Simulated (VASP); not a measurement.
Runs of VASP 6.6.1 on GaSb. The structure is that of space group F-43m (No. 216), or close to it. The cells are those of the table. 

```tsv
cell	gap on the mesh (eV)	pressure (GPa)
a = 4.268 Å, angles 60.0°, 2 atoms	0.33	(b)
a = 4.326 Å, angles 60.0°, 2 atoms	0.03	2.3
a = 4.238 Å, angles 60.0°, 2 atoms	(a)	6.3
a = 4.297 Å, angles 60.0°, 2 atoms	(c)	3.5
```

Alike in all rows: task single point; level PBE; potentials or basis VASP PAW PBE potentials, release 64 (Ga_d, Sb); no spin polarisation; k mesh 6 × 6 × 6; cutoff (eV) 500; smearing gaussian 0.01 eV.

Fill in the values left out.

(a) 0.49; (b) 4.9; (c) 0.18.

Caveats: spin-orbit coupling is left out, which moves the levels of the heavy elements.

A k mesh can miss the band edges, and the runs leave out spin-orbit coupling on Ga, Sb.
